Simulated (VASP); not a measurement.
# ZrO2 (Fm-3m) in VASP: a series of runs

ZrO2 is run at these levels: PBE; tasks: single point.

Program: VASP 6.6.1. These are calculated values, not measurements. Logs are shortened: lines on timing, memory, paths and dates and some standing lists are left out, and cuts for length are marked.

## Step 1: The cell of the first run

It takes space group Fm-3m (No. 225, cubic). Conventional cell: a = 4.993 Å, b = 4.993 Å, c = 4.993 Å, α = 90.00°, β = 90.00°, γ = 90.00°. Zr (site symmetry m-3m) has 8 O at 2.16 Å within 2.9 Å. Within 2.9 Å of O (site symmetry -43m) lie 4 Zr at 2.16 Å and 6 O at 2.50 Å.

## Step 2: Single point, PBE

File INCAR:

```
SYSTEM = ZrO2
PREC = Accurate
ENCUT = 600
EDIFF = 1E-6
ISMEAR = 0
SIGMA = 0.02
LREAL = .False.
LASPH = .True.
NELM = 120
ALGO = Normal
ISIF = 2
LWAVE = .False.
LCHARG = .False.
GGA = PE
NBANDS = 19
GGA_COMPAT = .False.
```

File KPOINTS:

```
Automatic mesh
0
Gamma
  8 8 8
  0 0 0
```

File POSCAR:

```
ZrO2
1.0
    0.0000000000      2.4967363225      2.4967363225
    2.4967363225      0.0000000000      2.4967363225
    2.4967363225      2.4967363225      0.0000000000
Zr O
1 2
Direct
    0.0000000000      0.0000000000      0.0000000000
    0.2500000000      0.2500000000      0.2500000000
    0.7500000000      0.7500000000      0.7500000000
```

Potentials or basis: VASP PAW PBE potentials, release 64 (Zr_sv, O).

The run is started by

```
> cat potpaw_PBE.64/Zr_sv/POTCAR potpaw_PBE.64/O/POTCAR > POTCAR
> mpirun -np 1 vasp_std > vasp.out
```

OUTCAR:

```text
SYSTEM = ZrO2
   PREC = Accurate
   ENCUT = 600
   EDIFF = 1E-6
   ISMEAR = 0
   LREAL = .False.
   LASPH = .True.
   NELM = 120
   ISIF = 2
   GGA = PE

 ion  position               nearest neighbor table
   1  0.000  0.000  0.000-   3 2.16   3 2.16   3 2.16   2 2.16   2 2.16   2 2.16   3 2.16   2 2.16

   2  0.250  0.250  0.250-   1 2.16   1 2.16   1 2.16   1 2.16
   3  0.750  0.750  0.750-   1 2.16   1 2.16   1 2.16   1 2.16

  LATTYP: Found a face centered cubic cell.
 ALAT       =     4.9934726450

  Lattice vectors:

 A1 = (   0.0000000000,   2.4967363225,   2.4967363225)
 A2 = (   2.4967363225,   0.0000000000,   2.4967363225)
 A3 = (   2.4967363225,   2.4967363225,   0.0000000000)

Analysis of symmetry for initial positions (statically):
=====================================================================
 Subroutine PRICEL returns:
 Original cell was already a primitive cell.

 Routine SETGRP: Setting up the symmetry group for a
 face centered cubic supercell.

 Subroutine GETGRP returns: Found 48 space group operations
 (whereof 48 operations were pure point group operations)
 out of a pool of 48 trial point group operations.

The static configuration has the point symmetry O_h .

Analysis of symmetry for dynamics (positions and initial velocities):
=====================================================================
 Subroutine PRICEL returns:
 Original cell was already a primitive cell.

 Routine SETGRP: Setting up the symmetry group for a
 face centered cubic supercell.

 Subroutine GETGRP returns: Found 48 space group operations
 (whereof 48 operations were pure point group operations)
 out of a pool of 48 trial point group operations.

The dynamic configuration has the point symmetry O_h .

 Subroutine INISYM returns: Found 48 space group operations
 (whereof 48 operations are pure point group operations),
 and found     1 'primitive' translations

----------------------------------------------------------------------------------------

                                     Primitive cell

  volume of cell :      31.1278

  direct lattice vectors                    reciprocal lattice vectors
     0.000000000  2.496736322  2.496736322    -0.200261435  0.200261435  0.200261435
     2.496736322  0.000000000  2.496736322     0.200261435 -0.200261435  0.200261435
[... 78 lines left out ...]
   PREC   = accura    normal or accurate (medium, high low for compatibility)
   ISTART =      0    job   : 0-new  1-cont  2-samecut
   ICHARG =      2    charge: 1-file 2-atom 10-const
   ISPIN  =      1    spin polarized calculation?
   LNONCOLLINEAR =      F non collinear calculations
   LSORBIT =      F    spin-orbit coupling
   LASPH  =      T    aspherical Exc in radial PAW
   ENCUT  =  600.0 eV  44.10 Ry    6.64 a.u.   7.05  7.05  7.05*2*pi/ulx,y,z
   NELM   =    120;   NELMIN=  2; NELMDL= -5     # of ELM steps
   EDIFF  = 0.1E-05   stopping-criterion for ELM
   LREAL  =      F    real-space projection
   EDIFFG = 0.1E-04   stopping-criterion for IOM
   NSW    =      0    number of steps for IOM
   IBRION =     -1    ionic relax: 0-MD 1-quasi-New 2-CG
   NFREE  =      0    steps in history (QN), initial steepest desc. (CG)
   ISIF   =      2    stress and relaxation
   ISYM   =      2    0-nonsym 1-usesym 2-fastsym
   POTIM  = 0.5000    time-step for ionic-motion
   TEBEG  =    0.0;   TEEND  =   0.0 temperature during run
   PSTRESS=    0.0 pullay stress
   NELECT =      24.0000    total number of electrons
   NUPDOWN=      -1.0000    fix difference up-down
   EMIN   =  10.00;   EMAX   =-10.00  energy-range for DOS
   EFERMI =   0.00;   METHOD = LEGACY
   ISMEAR =     0;   SIGMA  =   0.02  broadening in eV -4-tet -1-fermi 0-gaus
   EFERMI_NEDOS =   21; number of points for ismear=-14 and -15
   IALGO  =     38    algorithm
   IMIX   =      4    mixing-type and parameters
     AMIX     =   0.40;   BMIX     =  1.00
     AMIX_MAG =   1.60;   BMIX_MAG =  1.00
  volume/ion in A,a.u.               =      10.38        70.02
  Fermi-wavevector in a.u.,A,eV,Ry     =   1.501168  2.836796 30.660793  2.253505
  Thomas-Fermi vector in A             =   2.612573
   LORBIT       =      0    0 simple, 1 ext, 2 COOP (PROOUT), +10 PAW based schemes
   GGA     = PE    functional components
   LHFCALC =     F    Hartree Fock is set to
   AEXX    =    0.0000 exact exchange contribution
   IVDW    =     0    specifies the selected vdW correction
   LEPSILON=     F    determine dielectric tensor
   LRPA    =     F    only Hartree local field effects (RPA)
 non-spin polarized calculation
 Gauss-broadening in eV      SIGMA  =   0.02
  energy-cutoff  :      600.00
  volume of cell :       31.13
 maximum number of plane-waves:      1056
   NGX = 15   NGY = 15   NGZ = 15

 number of electron      24.0000002 magnetization

 Free energy of the ion-electron system (eV)
  ---------------------------------------------------
  ext. energy  EPLUGINS =         0.00000000
  ---------------------------------------------------
  free energy    TOTEN  =       -28.42708974 eV

  energy without entropy =      -28.42708974  energy(sigma->0) =      -28.42708974

 E-fermi :   7.9915     XC(G=0): -12.0949

 val. band max:        7.8862434317   @ k =   0.5000   0.5000   0.0000
 cond. band min:      11.3963097143   @ k =   0.0000   0.0000   0.0000
 fundamental gap:      3.5100662826
 Fermi energy:         7.9914501849

 k-point     1 :       0.0000    0.0000    0.0000
  band No.  band energies     occupation
      1     -39.9324      2.00000
      2     -17.7582      2.00000
      3     -17.7582      2.00000
      4     -17.7582      2.00000
      5     -10.5861      2.00000
      6      -7.8176      2.00000
[... 505 lines left out ...]
      6      -8.3488      2.00000
[... 11 lines left out ...]
     18      18.8914      0.00000
     19      23.3782      0.00000

 [... further k-points ...]
[... 5 lines left out ...]
  --------------------------------------------------------------------------------------
  -------------------------------------------------------------------------------------
  Total        3.9126314      3.9126314      3.9126314     -0.0000000     -0.0000000      0.0000000
  in kB      201.3870229    201.3870229    201.3870229     -0.0000000     -0.0000000      0.0000000
  external PRESSURE =     201.3870229 kB  Pullay stress =       0.0000000 kB

 VOLUME and BASIS-vectors are now :
 -----------------------------------------------------------------------------
  energy-cutoff  :      600.00
  volume of cell :       31.13
      direct lattice vectors                 reciprocal lattice vectors
     0.000000000  2.496736322  2.496736322    -0.200261435  0.200261435  0.200261435
     2.496736322  0.000000000  2.496736322     0.200261435 -0.200261435  0.200261435
     2.496736322  2.496736322  0.000000000     0.200261435  0.200261435 -0.200261435

 POSITION                                       TOTAL-FORCE (eV/Angst)
 -----------------------------------------------------------------------------------
      0.00000      0.00000      0.00000         0.000000      0.000000     -0.000000
      1.24837      1.24837      1.24837        -0.000000     -0.000000     -0.000000
      3.74510      3.74510      3.74510         0.000000      0.000000      0.000000
 -----------------------------------------------------------------------------------
    total drift:                                0.000000      0.000000      0.000000

  FREE ENERGIE OF THE ION-ELECTRON SYSTEM (eV)
  ---------------------------------------------------
  free  energy   TOTEN  =       -28.4270897391 eV

  energy  without entropy=      -28.4270897391  energy(sigma->0) =      -28.42708974
```

OSZICAR:

```text
N       E                     dE             d eps       ncg     rms          rms(c)
DAV:   1     0.198462160120E+03    0.19846E+03   -0.15864E+04  1102   0.147E+03
DAV:   2    -0.243676643446E+02   -0.22283E+03   -0.21435E+03  1304   0.367E+02
DAV:   3    -0.343569650478E+02   -0.99893E+01   -0.99327E+01  1553   0.740E+01
DAV:   4    -0.346332324355E+02   -0.27627E+00   -0.27580E+00  1524   0.938E+00
DAV:   5    -0.346370332232E+02   -0.38008E-02   -0.38006E-02  1370   0.112E+00    0.273E+01
DAV:   6    -0.284728522145E+02    0.61642E+01   -0.22051E+01  1173   0.401E+01    0.964E+00
DAV:   7    -0.284491598433E+02    0.23692E-01   -0.94865E-01  1344   0.750E+00    0.776E+00
DAV:   8    -0.284493078638E+02   -0.14802E-03   -0.34883E-01  1201   0.554E+00    0.361E+00
DAV:   9    -0.284262428052E+02    0.23065E-01   -0.71894E-02  1201   0.229E+00    0.327E-01
DAV:  10    -0.284273108921E+02   -0.10681E-02   -0.60280E-03  1292   0.764E-01    0.426E-01
DAV:  11    -0.284270676464E+02    0.24325E-03   -0.92120E-04  1204   0.320E-01    0.454E-02
DAV:  12    -0.284270966125E+02   -0.28966E-04   -0.61276E-05  1268   0.622E-02    0.756E-02
DAV:  13    -0.284270888635E+02    0.77490E-05   -0.41777E-05  1258   0.568E-02    0.643E-03
DAV:  14    -0.284270897391E+02   -0.87563E-06   -0.29844E-06  1275   0.178E-02
   1 F= -.28427090E+02 E0= -.28427090E+02  d E =-.635152E-16
```

Wall time 40 s (1 thread of Intel Xeon 8259CL, shared host); peak memory 0.17 GiB.

Results:

| Item | Value |
| --- | --- |
| Free energy | -28.4271 eV |
| Pressure | 20.1 GPa |
| Band gap on the k mesh | 3.51 eV (least direct gap 4.01 eV) |

Caveat: the cell stands under pressure.

## Step 3: Single point, PBE

This run uses another cell than the first one, of 10.93 Å³/atom.

File INCAR:

```
SYSTEM = ZrO2
PREC = Accurate ; ENCUT = 600
EDIFF = 1E-6 ; ISMEAR = 0
SIGMA = 0.02 ; LREAL = .False.
LASPH = .True. ; NELM = 120
ALGO = Normal ; ISIF = 2
LWAVE = .False. ; LCHARG = .False.
GGA = PE ; NBANDS = 19
GGA_COMPAT = .False.
```

KPOINTS is that of step 2.

File POSCAR:

```
ZrO2
1.0
    0.0000000000      2.5405394960      2.5405394960
    2.5405394960      0.0000000000      2.5405394960
    2.5405394960      2.5405394960      0.0000000000
Zr O
1 2
Direct
    0.0000000000      0.0000000000      0.0000000000
    0.2500000000      0.2500000000      0.2500000000
    0.7500000000      0.7500000000      0.7500000000
```

Potentials or basis: VASP PAW PBE potentials, release 64 (Zr_sv, O).

The run is started by

```
> cat potpaw_PBE.64/Zr_sv/POTCAR potpaw_PBE.64/O/POTCAR > POTCAR
> mpirun -np 1 vasp_std > vasp.out
```

It took 44 s on 1 thread of Intel Xeon 8259CL, shared host; peak memory 0.18 GiB.

Results (log left out):

```yaml
Free_energy: -28.5605 eV
Pressure: 5.1 GPa
Band_gap_on_the_k_mesh: 3.37 eV (least direct gap 3.82 eV)
```

Levels at points of the mesh, in eV from the valence-band top:
```csv
k point,band 9,band 10,band 11,band 12,band 13,band 14,band 15,band 16
"(0.00, 0.00, 0.00)",-5.26,-0.53,-0.53,-0.53,3.37,3.37,6.62,9.43
"(0.50, 0.00, 0.00)",-2.54,-2.48,-1.65,-1.65,4.02,4.02,6.13,8.52
"(0.50, 0.50, 0.00)",-3.15,-1.52,-1.52,0.00,3.82,4.77,5.88,7.33
```

Caveat: the cell stands under pressure.

## Step 4: Single point, PBE

This run uses another cell than the first one, of 10.93 Å³/atom.

File INCAR:

```
PREC = Accurate
ENCUT = 600
EDIFF = 1E-6
ISMEAR = 0
SIGMA = 0.02
LREAL = F
LASPH = T
NELM = 120
ALGO = Normal
ISIF = 2
LWAVE = F
LCHARG = F
GGA = PE
NBANDS = 19
GGA_COMPAT = F
```

File KPOINTS:

```
regular mesh
0
Gamma
  8 8 8
```

POSCAR is that of step 3.

The run is started by

```
> cat potpaw_PBE.64/Zr_sv/POTCAR potpaw_PBE.64/O/POTCAR > POTCAR
> mpirun -np 1 vasp_std > vasp.out
```

Run time: 51 s. Hardware: 1 thread of Intel Xeon 8259CL, shared host; peak memory 0.18 GiB.

Results (log left out):

* Free energy: -28.5605 eV
* Pressure: 5.1 GPa
* Band gap on the k mesh: 3.37 eV (least direct gap 3.82 eV)

Levels at points of the mesh, in eV from the valence-band top:
| k point | band 8 | band 9 | band 10 | band 11 | band 12 | band 13 | band 14 | band 15 | band 16 | band 17 |
| --- | --- | --- | --- | --- | --- | --- | --- | --- | --- | --- |
| (0.00, 0.00, 0.00) | -5.26 | -5.26 | -0.53 | -0.53 | -0.53 | 3.37 | 3.37 | 6.62 | 9.43 | 9.43 |
| (0.50, 0.00, 0.00) | -4.24 | -2.54 | -2.48 | -1.65 | -1.65 | 4.02 | 4.02 | 6.13 | 8.52 | 8.52 |
| (0.50, 0.50, 0.00) | -3.15 | -3.15 | -1.52 | -1.52 | 0.00 | 3.82 | 4.77 | 5.88 | 7.33 | 7.33 |

Caveat: the cell stands under pressure. A k mesh can miss the band edges.

## Step 5: Single point, PBE

This run uses another cell than the first one, of 10.73 Å³/atom.

File INCAR:

```
SYSTEM = ZrO2
PREC = Accurate
ENCUT = 600
EDIFF = 1E-6
ISMEAR = 0
SIGMA = 0.02
LREAL = .FALSE.
LASPH = .TRUE.
NELM = 120
ALGO = Normal
ISIF = 2
LWAVE = .FALSE.
LCHARG = .FALSE.
GGA = PE
NBANDS = 19
GGA_COMPAT = .FALSE.
```

File KPOINTS:

```
regular mesh
0
G
  8 8 8
  0 0 0
```

File POSCAR:

```
ZrO2
1.0
    0.0000000000      2.5249918746      2.5249918746
    2.5249918746      0.0000000000      2.5249918746
    2.5249918746      2.5249918746      0.0000000000
Zr O
1 2
Direct
    0.0000000000      0.0000000000      0.0000000000
    0.2500000000      0.2500000000      0.2500000000
    0.7500000000      0.7500000000      0.7500000000
```

The run is started by

```
> cat potpaw_PBE.64/Zr_sv/POTCAR potpaw_PBE.64/O/POTCAR > POTCAR
> mpirun -np 1 vasp_std > vasp.out
```

It took 45 s on 1 thread of Intel Xeon 8259CL, shared host; peak memory 0.18 GiB.

The run converged. Its results:

| Property | Result |
| --- | --- |
| Free energy | -28.5303 eV |
| Pressure | 10.1 GPa |
| Band gap on the k mesh | 3.42 eV (least direct gap 3.88 eV) |

Levels at points of the mesh, in eV from the valence-band top:
```csv
k point,band 8,band 9,band 10,band 11,band 12,band 13,band 14,band 15,band 16,band 17
"(0.00, 0.00, 0.00)",-5.37,-5.37,-0.54,-0.54,-0.54,3.42,3.42,6.76,9.66,9.66
"(0.50, 0.00, 0.00)",-4.33,-2.57,-2.50,-1.66,-1.66,4.09,4.09,6.31,8.71,8.71
"(0.50, 0.50, 0.00)",-3.18,-3.18,-1.54,-1.54,0.00,3.88,4.87,6.05,7.49,7.49
```

Caveat: the cell stands under pressure.

## Step 6: Single point, PBE

This run uses another cell than the first one, of 11.25 Å³/atom.

File INCAR:

```
ALGO = Normal
EDIFF = 1E-6
ENCUT = 600
GGA = PE
GGA_COMPAT = F
ISIF = 2
ISMEAR = 0
LASPH = T
LCHARG = F
LREAL = F
LWAVE = F
NBANDS = 19
NELM = 120
PREC = Accurate
SIGMA = 0.02
```

File KPOINTS:

```
k-points
0
Gamma
  8 8 8
```

File POSCAR:

```
ZrO2
1.0
    0.0000000000      2.5652895282      2.5652895282
    2.5652895282      0.0000000000      2.5652895282
    2.5652895282      2.5652895282      0.0000000000
Zr O
1 2
Direct
    0.0000000000      0.0000000000      0.0000000000
    0.2500000000      0.2500000000      0.2500000000
    0.7500000000      0.7500000000      0.7500000000
```

Potentials or basis: VASP PAW PBE potentials, release 64 (Zr_sv, O).

The run is started by

```
> cat potpaw_PBE.64/Zr_sv/POTCAR potpaw_PBE.64/O/POTCAR > POTCAR
> mpirun -np 1 vasp_std > vasp.out
```

Run time: 52 s. Hardware: 1 thread of Intel Xeon 8259CL, shared host; peak memory 0.18 GiB.

Results (log left out):

```
Free energy            : -28.5725 eV
Pressure               : -1.9 GPa
Band gap on the k mesh : 3.29 eV (least direct gap 3.71 eV)
```

Levels at points of the mesh, in eV from the valence-band top:
| k point | band 9 | band 10 | band 11 | band 12 | band 13 | band 14 | band 15 | band 16 |
| --- | --- | --- | --- | --- | --- | --- | --- | --- |
| (0.00, 0.00, 0.00) | -5.09 | -0.52 | -0.52 | -0.52 | 3.29 | 3.29 | 6.40 | 9.08 |
| (0.50, 0.00, 0.00) | -2.48 | -2.45 | -1.62 | -1.62 | 3.90 | 3.90 | 5.87 | 8.21 |
| (0.50, 0.50, 0.00) | -3.10 | -1.48 | -1.48 | 0.00 | 3.71 | 4.61 | 5.62 | 7.07 |

A k mesh can miss the band edges.

## Step 7: Overview

| cell | gap on the mesh (eV) | pressure (GPa) |
| --- | --- | --- |
| a = 3.531 Å, angles 60.0°, 3 atoms | 3.51 | 20.1 |
| a = 3.593 Å, angles 60.0°, 3 atoms | 3.37 | 5.1 |
| a = 3.571 Å, angles 60.0°, 3 atoms | 3.42 | 10.1 |
| a = 3.628 Å, angles 60.0°, 3 atoms | 3.29 | -1.9 |

Alike in all rows: task single point; level PBE; potentials or basis VASP PAW PBE potentials, release 64 (Zr_sv, O); no spin polarisation; k mesh 8 × 8 × 8; cutoff (eV) 600; smearing gaussian 0.02 eV.

Caveats: the cell stands under pressure (at least some runs).

Total energies depend on the potentials used, so only differences within one code and one set of settings carry meaning.
